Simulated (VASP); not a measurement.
# Mg3CdS4 (P4/mmm) in VASP: a series of runs

Mg3CdS4 is run at these levels: PBE; tasks: single point.

Everything below comes from runs of VASP 6.6.1. Logs are shortened: lines on timing, memory, paths and dates and some standing lists are left out, and cuts for length are marked.

### Step 1. The cell of the first run

It takes space group P4/mmm (No. 123, tetragonal). The conventional cell has a = 3.637 Å, b = 3.637 Å, c = 10.298 Å, α = 90.00°, β = 90.00°, γ = 90.00°. Within 3.3 Å of Mg (site symmetry 4mm) lie 6 S at 2.54 to 2.61 Å. Within 3.3 Å of Mg (site symmetry 4/mmm) lie 6 S at 2.50 to 2.57 Å. Cd (site symmetry 4/mmm) has 6 S at 2.57 to 2.65 Å within 3.4 Å. Within 3.4 Å of S (site symmetry 4/mmm) lie 4 Cd at 2.57 Å and 2 Mg at 2.61 Å. Within 3.3 Å of S (site symmetry 4mm) lie 5 Mg at 2.50 to 2.57 Å and 1 Cd at 2.65 Å. S (site symmetry 4/mmm) has 6 Mg at 2.54 to 2.57 Å within 3.3 Å.

### Step 2. Single point, PBE (17.03 Å³/atom)

The input, INCAR:

```
ALGO = Normal
EDIFF = 1E-6
ENCUT = 520
GGA = PE
ISIF = 2
ISMEAR = 0
LASPH = True
LCHARG = False
LREAL = False
LWAVE = False
NBANDS = 31
NELM = 80
PREC = Accurate
SIGMA = 0.02
```

The input, KPOINTS:

```
k-points
0
Gamma
  8 8 4
```

The input, POSCAR:

```
Mg3CdS4
1.0
    3.6371259944      0.0000000000      0.0000000000
    0.0000000000      3.6371259944      0.0000000000
    0.0000000000      0.0000000000     10.2978308381
Mg Cd S
3 1 4
Direct
    0.0000000000      0.0000000000      0.7463644257
    0.0000000000      0.0000000000      0.2536355743
    0.5000000000      0.5000000000      0.5000000000
    0.5000000000      0.5000000000      0.0000000000
    0.0000000000      0.0000000000      0.0000000000
    0.5000000000      0.5000000000      0.2568933644
    0.0000000000      0.0000000000      0.5000000000
    0.5000000000      0.5000000000      0.7431066356
```

Potentials or basis: VASP PAW PBE potentials, release 64 (Mg, Cd, S).

Command:

```
> cat potpaw_PBE.64/Mg/POTCAR potpaw_PBE.64/Cd/POTCAR potpaw_PBE.64/S/POTCAR > POTCAR
> mpirun -np 1 vasp_std > vasp.out
```

OUTCAR:

```text
EDIFF = 1E-6
   ENCUT = 520
   GGA = PE
   ISIF = 2
   ISMEAR = 0
   LASPH = True
   LREAL = False
   NELM = 80
   PREC = Accurate

 ion  position               nearest neighbor table
   1  0.000  0.000  0.746-   7 2.54   8 2.57   8 2.57   8 2.57   8 2.57   5 2.61   3 3.61   3 3.61
                             3 3.61   3 3.61   4 3.67   4 3.67   4 3.67   4 3.67
   2  0.000  0.000  0.254-   7 2.54   6 2.57   6 2.57   6 2.57   6 2.57   5 2.61   3 3.61   3 3.61
                             3 3.61   3 3.61   4 3.67   4 3.67   4 3.67   4 3.67
   3  0.500  0.500  0.500-   6 2.50   8 2.50   7 2.57   7 2.57   7 2.57   7 2.57   2 3.61   2 3.61
                             1 3.61   2 3.61   1 3.61   1 3.61   2 3.61   1 3.61
   4  0.500  0.500  0.000-   5 2.57   5 2.57   5 2.57   5 2.57   8 2.65   6 2.65   2 3.67   2 3.67
                             1 3.67   2 3.67   1 3.67   1 3.67   2 3.67   1 3.67
   5  0.000  0.000  0.000-   4 2.57   4 2.57   4 2.57   4 2.57   1 2.61   2 2.61
   6  0.500  0.500  0.257-   3 2.50   2 2.57   2 2.57   2 2.57   2 2.57   4 2.65
   7  0.000  0.000  0.500-   1 2.54   2 2.54   3 2.57   3 2.57   3 2.57   3 2.57
   8  0.500  0.500  0.743-   3 2.50   1 2.57   1 2.57   1 2.57   1 2.57   4 2.65

  LATTYP: Found a simple tetragonal cell.
 ALAT       =     3.6371259944
 C/A-ratio  =     2.8313099007

  Lattice vectors:

 A1 = (   3.6371259944,   0.0000000000,   0.0000000000)
 A2 = (   0.0000000000,   3.6371259944,   0.0000000000)
 A3 = (   0.0000000000,   0.0000000000,  10.2978308381)

Analysis of symmetry for initial positions (statically):
=====================================================================
 Subroutine PRICEL returns:
 Original cell was already a primitive cell.

 Routine SETGRP: Setting up the symmetry group for a
 simple tetragonal supercell.

 Subroutine GETGRP returns: Found 16 space group operations
 (whereof 16 operations were pure point group operations)
 out of a pool of 16 trial point group operations.

The static configuration has the point symmetry D_4h.

Analysis of symmetry for dynamics (positions and initial velocities):
=====================================================================
 Subroutine PRICEL returns:
 Original cell was already a primitive cell.

 Routine SETGRP: Setting up the symmetry group for a
 simple tetragonal supercell.

 Subroutine GETGRP returns: Found 16 space group operations
 (whereof 16 operations were pure point group operations)
 out of a pool of 16 trial point group operations.

The dynamic configuration has the point symmetry D_4h.

 Subroutine INISYM returns: Found 16 space group operations
 (whereof 16 operations are pure point group operations),
 and found     1 'primitive' translations

----------------------------------------------------------------------------------------

                                     Primitive cell

  volume of cell :     136.2268

  direct lattice vectors                    reciprocal lattice vectors
     3.637125994  0.000000000  0.000000000     0.274942359  0.000000000  0.000000000
     0.000000000  3.637125994  0.000000000     0.000000000  0.274942359  0.000000000
     0.000000000  0.000000000 10.297830838     0.000000000  0.000000000  0.097107829

  length of vectors
     3.637125994  3.637125994 10.297830838     0.274942359  0.274942359  0.097107829

  position of ions in fractional coordinates (direct lattice)
     0.000000000  0.000000000  0.746364426
     0.000000000  0.000000000  0.253635574
     0.500000000  0.500000000  0.500000000
     0.500000000  0.500000000  0.000000000
     0.000000000  0.000000000  0.000000000
     0.500000000  0.500000000  0.256893364
     0.000000000  0.000000000  0.500000000
     0.500000000  0.500000000  0.743106636

  ion indices of the primitive-cell ions
   primitive index   ion index
                 1           1
                 2           2
                 3           3
                 4           4
                 5           5
                 6           6
                 7           7
                 8           8

----------------------------------------------------------------------------------------

 KPOINTS: k-points

Automatic generation of k-mesh.
 Grid dimensions read from file:
 generate k-points for:    8    8    4

 Generating k-lattice:

  Cartesian coordinates                     Fractional coordinates (reciprocal lattice)
     0.034367795  0.000000000  0.000000000     0.125000000  0.000000000  0.000000000
     0.000000000  0.034367795  0.000000000     0.000000000  0.125000000  0.000000000
     0.000000000  0.000000000  0.024276957     0.000000000  0.000000000  0.250000000

  Length of vectors
     0.034367795  0.034367795  0.024276957

  Shift w.r.t. Gamma in fractional coordinates (k-lattice)
     0.000000000  0.000000000  0.000000000

 Subroutine IBZKPT returns following result:
 ===========================================

 Found     45 irreducible k-points:

 Following reciprocal coordinates:
            Coordinates               Weight
  0.000000  0.000000  0.000000      1.000000
  0.125000  0.000000  0.000000      4.000000
  0.250000  0.000000  0.000000      4.000000
  0.375000  0.000000  0.000000      4.000000
  0.500000  0.000000  0.000000      2.000000
  0.125000  0.125000  0.000000      4.000000
[... 16 lines left out ...]
  0.375000  0.125000  0.250000     16.000000
  0.500000  0.125000  0.250000      8.000000
 [... further k-points ...]
   k-points           NKPTS =     45   k-points in BZ     NKDIM =     45   number of bands    NBANDS=     31
   number of dos      NEDOS =    301   number of ions     NIONS =      8
   total plane-waves  NPLWV =  62720
   dimension x,y,z NGX =    28 NGY =   28 NGZ =   80
   dimension x,y,z NGXF=    56 NGYF=   56 NGZF=  160
   ions per type =               3   1   4
   NGX,Y,Z   is equivalent  to a cutoff of  12.80, 12.80, 12.92 a.u.
   NGXF,Y,Z  is equivalent  to a cutoff of  25.60, 25.60, 25.83 a.u.
 SYSTEM =  unknown system
   PREC   = accura    normal or accurate (medium, high low for compatibility)
   ISTART =      0    job   : 0-new  1-cont  2-samecut
   ICHARG =      2    charge: 1-file 2-atom 10-const
   ISPIN  =      1    spin polarized calculation?
   LNONCOLLINEAR =      F non collinear calculations
   LSORBIT =      F    spin-orbit coupling
   LASPH  =      T    aspherical Exc in radial PAW
   ENCUT  =  520.0 eV  38.22 Ry    6.18 a.u.   6.76  6.76 19.15*2*pi/ulx,y,z
   NELM   =     80;   NELMIN=  2; NELMDL= -5     # of ELM steps
   EDIFF  = 0.1E-05   stopping-criterion for ELM
   LREAL  =      F    real-space projection
   EDIFFG = 0.1E-04   stopping-criterion for IOM
   NSW    =      0    number of steps for IOM
   IBRION =     -1    ionic relax: 0-MD 1-quasi-New 2-CG
   NFREE  =      0    steps in history (QN), initial steepest desc. (CG)
   ISIF   =      2    stress and relaxation
   ISYM   =      2    0-nonsym 1-usesym 2-fastsym
   POTIM  = 0.5000    time-step for ionic-motion
   TEBEG  =    0.0;   TEEND  =   0.0 temperature during run
   PSTRESS=    0.0 pullay stress
   NELECT =      42.0000    total number of electrons
   NUPDOWN=      -1.0000    fix difference up-down
   EMIN   =  10.00;   EMAX   =-10.00  energy-range for DOS
   EFERMI =   0.00;   METHOD = LEGACY
   ISMEAR =     0;   SIGMA  =   0.02  broadening in eV -4-tet -1-fermi 0-gaus
   EFERMI_NEDOS =   21; number of points for ismear=-14 and -15
   IALGO  =     38    algorithm
   IMIX   =      4    mixing-type and parameters
     AMIX     =   0.40;   BMIX     =  1.00
     AMIX_MAG =   1.60;   BMIX_MAG =  1.00
  volume/ion in A,a.u.               =      17.03       114.91
  Fermi-wavevector in a.u.,A,eV,Ry     =   1.105954  2.089950 16.641756  1.223135
  Thomas-Fermi vector in A             =   2.242448
   LORBIT       =      0    0 simple, 1 ext, 2 COOP (PROOUT), +10 PAW based schemes
   GGA     = PE    functional components
   LHFCALC =     F    Hartree Fock is set to
   AEXX    =    0.0000 exact exchange contribution
   IVDW    =     0    specifies the selected vdW correction
   LEPSILON=     F    determine dielectric tensor
   LRPA    =     F    only Hartree local field effects (RPA)
 non-spin polarized calculation
 Gauss-broadening in eV      SIGMA  =   0.02
  energy-cutoff  :      520.00
  volume of cell :      136.23
 maximum number of plane-waves:      3732
 NGX is ok and might be reduce to    28
   NGX = 13   NGY = 13   NGZ = 39

 number of electron      42.0000000 magnetization

 Free energy of the ion-electron system (eV)
  ---------------------------------------------------
  ext. energy  EPLUGINS =         0.00000000
  ---------------------------------------------------
  free energy    TOTEN  =       -30.90070071 eV

  energy without entropy =      -30.90070071  energy(sigma->0) =      -30.90070071

 E-fermi :   4.7966     XC(G=0): -10.2069

 val. band max:        4.6855214702   @ k =   0.5000   0.0000   0.0000
 cond. band min:       5.7551312912   @ k =   0.5000   0.5000   0.0000
 fundamental gap:      1.0696098211
 Fermi energy:         4.7966128522

 k-point     1 :       0.0000    0.0000    0.0000
  band No.  band energies     occupation
      1      -9.0232      2.00000
      2      -8.3528      2.00000
      3      -8.0796      2.00000
      4      -7.2258      2.00000
      5      -3.5618      2.00000
      6      -3.3329      2.00000
[... 23 lines left out ...]
     30      12.4080      0.00000
     31      12.4205      0.00000

 k-point     2 :       0.1250    0.0000    0.0000
  band No.  band energies     occupation
      1      -8.9076      2.00000
      2      -8.2597      2.00000
      3      -8.0020      2.00000
      4      -7.2020      2.00000
      5      -3.5435      2.00000
      6      -3.4176      2.00000
[... 740 lines left out ...]
 k-point    24 :       0.5000    0.1250    0.2500
  band No.  band energies     occupation
      1      -7.8005      2.00000
      2      -7.5698      2.00000
      3      -7.4275      2.00000
      4      -7.3212      2.00000
      5      -3.7761      2.00000
      6      -3.6752      2.00000
[... 23 lines left out ...]
     30      11.4991      0.00000
     31      11.5387      0.00000

 [... further k-points ...]

------------------------ aborting loop because EDIFF is reached ----------------------------------------

  FORCE on cell =-STRESS in cart. coord.  units (eV):
  Direction    XX          YY          ZZ          XY          YZ          ZX
  --------------------------------------------------------------------------------------
  -------------------------------------------------------------------------------------
  Total        7.2442599      7.2442599      7.1569494      0.0000000      0.0000000      0.0000000
  in kB       85.2005030     85.2005030     84.1736349      0.0000000      0.0000000      0.0000000
  external PRESSURE =      84.8582136 kB  Pullay stress =       0.0000000 kB

 VOLUME and BASIS-vectors are now :
 -----------------------------------------------------------------------------
  energy-cutoff  :      520.00
  volume of cell :      136.23
      direct lattice vectors                 reciprocal lattice vectors
     3.637125994  0.000000000  0.000000000     0.274942359  0.000000000  0.000000000
     0.000000000  3.637125994  0.000000000     0.000000000  0.274942359  0.000000000
     0.000000000  0.000000000 10.297830838     0.000000000  0.000000000  0.097107829

 POSITION                                       TOTAL-FORCE (eV/Angst)
 -----------------------------------------------------------------------------------
      0.00000      0.00000      7.68593        -0.000000      0.000000      0.003600
      0.00000      0.00000      2.61190         0.000000     -0.000000     -0.003600
      1.81856      1.81856      5.14892        -0.000000     -0.000000      0.000000
      1.81856      1.81856      0.00000        -0.000000     -0.000000      0.000000
      0.00000      0.00000      0.00000        -0.000000     -0.000000      0.000000
      1.81856      1.81856      2.64544        -0.000000     -0.000000      0.033638
      0.00000      0.00000      5.14892        -0.000000     -0.000000      0.000000
      1.81856      1.81856      7.65239         0.000000      0.000000     -0.033638
 -----------------------------------------------------------------------------------
    total drift:                                0.000000      0.000000     -0.000000

  FREE ENERGIE OF THE ION-ELECTRON SYSTEM (eV)
  ---------------------------------------------------
  free  energy   TOTEN  =       -30.9007007085 eV

  energy  without entropy=      -30.9007007085  energy(sigma->0) =      -30.90070071
```

Wall time 94 s (1 thread of Intel Xeon 6975P-C (Granite Rapids), shared host); peak memory 0.34 GiB.

What came out:

```yaml
Free_energy: -30.9007 eV
Pressure: 8.5 GPa
Largest_force: 0.034 eV/Å
Band_gap_on_the_k_mesh: 1.07 eV (least direct gap 2.10 eV)
```

Forces on the atoms (eV/Å):
```
Mg   0.000  0.000  0.004
Mg   0.000  0.000 -0.004
Mg   0.000  0.000  0.000
Cd   0.000  0.000  0.000
S    0.000  0.000  0.000
S    0.000  0.000  0.034
S    0.000  0.000  0.000
S    0.000  0.000 -0.034
```

Levels at points of the mesh, in eV from the valence-band top:
| k point | band 18 | band 19 | band 20 | band 21 | band 22 | band 23 | band 24 | band 25 |
| --- | --- | --- | --- | --- | --- | --- | --- | --- |
| (0.00, 0.00, 0.00) | -1.60 | -0.72 | -0.67 | -0.67 | 1.43 | 3.03 | 3.91 | 4.41 |
| (0.50, 0.00, 0.00) | -1.22 | -1.19 | -0.61 | 0.00 | 3.77 | 3.84 | 4.90 | 5.03 |
| (0.50, 0.50, 0.00) | -2.52 | -2.45 | -2.45 | -2.45 | 1.07 | 2.20 | 4.14 | 4.14 |
| (0.00, 0.00, 0.50) | -1.23 | -1.23 | -0.82 | -0.82 | 1.79 | 2.88 | 3.96 | 4.11 |
| (0.50, 0.00, 0.50) | -1.31 | -1.24 | -1.19 | 0.00 | 4.36 | 4.62 | 4.77 | 4.88 |
| (0.50, 0.50, 0.50) | -2.89 | -2.76 | -2.76 | -2.76 | 1.76 | 3.23 | 3.24 | 3.48 |

Caveat: the cell stands under pressure.

### Step 3. Single point, PBE (17.59 Å³/atom)

This run uses another cell than the first one, of 17.59 Å³/atom.

The input, INCAR:

```
PREC     = Accurate       # precision mode
ENCUT    = 520            # plane-wave cutoff, eV
EDIFF    = 1E-6           # SCF threshold, eV
ISMEAR   = 0              # smearing method
SIGMA    = 0.02           # smearing width, eV
LREAL    = F              # projectors in reciprocal space
LASPH    = T              # aspherical terms in the spheres
NELM     = 60             # most SCF steps
ALGO     = Normal         # electronic algorithm
ISIF     = 2              # what is computed and relaxed
LWAVE    = F              # write WAVECAR
LCHARG   = F              # write CHGCAR
GGA      = PE             # functional
NBANDS   = 31             # bands
```

The input, KPOINTS:

```
regular mesh
0
Gamma
  8 8 4
```

The input, POSCAR:

```
Mg3CdS4
1.0
    3.6763159246      0.0000000000      0.0000000000
    0.0000000000      3.6763159246      0.0000000000
    0.0000000000      0.0000000000     10.4117385835
Mg Cd S
3 1 4
Direct
    0.0000000000      0.0000000000      0.7461049125
    0.0000000000      0.0000000000      0.2538950875
    0.5000000000      0.5000000000      0.5000000000
    0.5000000000      0.5000000000      0.0000000000
    0.0000000000      0.0000000000      0.0000000000
    0.5000000000      0.5000000000      0.2568510630
    0.0000000000      0.0000000000      0.5000000000
    0.5000000000      0.5000000000      0.7431489370
```

Potentials or basis: VASP PAW PBE potentials, release 64 (Mg, Cd, S).

Command:

```
> cat potpaw_PBE.64/Mg/POTCAR potpaw_PBE.64/Cd/POTCAR potpaw_PBE.64/S/POTCAR > POTCAR
> mpirun -np 1 vasp_std > vasp.out
```

It took 2 min on 1 thread of Intel Xeon 6975P-C (Granite Rapids), shared host; peak memory 0.34 GiB.

The run converged. Its results:

* Free energy: -31.0917 eV
* Pressure: 5.2 GPa
* Largest force: 0.030 eV/Å
* Band gap on the k mesh: 1.06 eV (least direct gap 2.02 eV)

Forces in eV/Å, atoms in the order of the input:
```
Mg   0.000  0.000  0.002
Mg   0.000  0.000 -0.002
Mg   0.000  0.000  0.000
Cd   0.000  0.000  0.000
S    0.000  0.000  0.000
S    0.000  0.000  0.030
S    0.000  0.000  0.000
S    0.000  0.000 -0.030
```

Stress tensor (GPa, compression positive):
```
5.20 0.00 0.00
0.00 5.20 0.00
0.00 0.00 5.11
```

Levels at points of the mesh, in eV from the valence-band top:
```tsv
k point	band 18	band 19	band 20	band 21	band 22	band 23	band 24	band 25
(0.00, 0.00, 0.00)	-1.50	-0.66	-0.62	-0.62	1.40	2.86	4.05	4.32
(0.50, 0.00, 0.00)	-1.13	-1.11	-0.57	0.00	3.79	3.86	4.92	5.02
(0.50, 0.50, 0.00)	-2.38	-2.32	-2.32	-2.32	1.06	2.18	4.27	4.27
(0.00, 0.00, 0.50)	-1.15	-1.15	-0.76	-0.76	1.77	2.86	3.94	4.11
(0.50, 0.00, 0.50)	-1.22	-1.16	-1.11	0.00	4.37	4.62	4.76	4.86
(0.50, 0.50, 0.50)	-2.74	-2.64	-2.63	-2.63	1.73	3.19	3.20	3.43
```

Caveat: the cell stands under pressure.

### Step 4. Single point, PBE (18.15 Å³/atom)

This run uses another cell than the first one, of 18.15 Å³/atom.

The input, INCAR:

```
SYSTEM = Mg3CdS4
ALGO = Normal
EDIFF = 1E-6
ENCUT = 520
GGA = PE
ISIF = 2
ISMEAR = 0
LASPH = .TRUE.
LCHARG = .TRUE.
LELF = .TRUE.
LREAL = .FALSE.
LVHAR = .TRUE.
LWAVE = .FALSE.
NBANDS = 31
NELM = 80
PREC = Accurate
SIGMA = 0.02
```

The input, KPOINTS:

```
k-points
0
G
  8 8 4
  0 0 0
```

The input, POSCAR:

```
Mg3CdS4
1.0
    3.7146482802      0.0000000000      0.0000000000
    0.0000000000      3.7146482802      0.0000000000
    0.0000000000      0.0000000000     10.5234317513
Mg Cd S
3 1 4
Direct
    0.0000000000      0.0000000000      0.7458355682
    0.0000000000      0.0000000000      0.2541644318
    0.5000000000      0.5000000000      0.5000000000
    0.5000000000      0.5000000000      0.0000000000
    0.0000000000      0.0000000000      0.0000000000
    0.5000000000      0.5000000000      0.2568429794
    0.0000000000      0.0000000000      0.5000000000
    0.5000000000      0.5000000000      0.7431570206
```

Command:

```
> cat potpaw_PBE.64/Mg/POTCAR potpaw_PBE.64/Cd/POTCAR potpaw_PBE.64/S/POTCAR > POTCAR
> mpirun -np 1 vasp_std > vasp.out
```

It took 99 s on 1 thread of Intel Xeon 6975P-C (Granite Rapids), shared host; peak memory 0.34 GiB.

The run converged. Its results:

- Free energy: -31.1968 eV
- Pressure: 2.3 GPa
- Largest force: 0.027 eV/Å
- Band gap on the k mesh: 1.05 eV (least direct gap 1.93 eV)

Forces on the atoms (eV/Å):
```
Mg   0.000  0.000  0.000
Mg   0.000  0.000  0.000
Mg   0.000  0.000  0.000
Cd   0.000  0.000  0.000
S    0.000  0.000  0.000
S    0.000  0.000  0.027
S    0.000  0.000  0.000
S    0.000  0.000 -0.027
```

Levels at points of the mesh, in eV from the valence-band top:
```
           k point  band 17  band 18  band 19  band 20  band 21  band 22  band 23  band 24  band 25  band 26
(0.00, 0.00, 0.00)    -1.42    -1.42    -0.61    -0.57    -0.57     1.36     2.70     4.18     4.22     4.30
(0.50, 0.00, 0.00)    -1.10    -1.05    -1.04    -0.53     0.00     3.81     3.87     4.93     5.01     6.13
(0.50, 0.50, 0.00)    -2.85    -2.25    -2.21    -2.21    -2.20     1.05     2.16     4.39     4.39     4.51
(0.00, 0.00, 0.50)    -1.54    -1.07    -1.07    -0.71    -0.71     1.74     2.83     3.77     4.20     4.24
(0.50, 0.00, 0.50)    -1.27    -1.13    -1.08    -1.04     0.00     4.38     4.62     4.75     4.85     5.59
(0.50, 0.50, 0.50)    -2.63    -2.59    -2.53    -2.50    -2.50     1.70     3.14     3.16     3.39     5.02
```

A k mesh can miss the band edges.

### Step 5. Summary

```csv
cell,gap on the mesh (eV),pressure (GPa),largest force (eV/Å)
"a = 3.637, b = 3.637, c = 10.298 Å, 8 atoms, atomic positions A",1.07,8.5,0.03
"a = 3.676, b = 3.676, c = 10.412 Å, 8 atoms, atomic positions B",1.06,5.2,0.03
"a = 3.715, b = 3.715, c = 10.523 Å, 8 atoms, atomic positions C",1.05,2.3,0.03
```

Alike in all rows: task single point; level PBE; potentials or basis VASP PAW PBE potentials, release 64 (Mg, Cd, S); no spin polarisation; k mesh 8 × 8 × 4; cutoff (eV) 520; smearing gaussian 0.02 eV.

Caveats: the cell stands under pressure (at least some runs).

Total energies depend on the potentials used, so only differences within one code and one set of settings carry meaning.
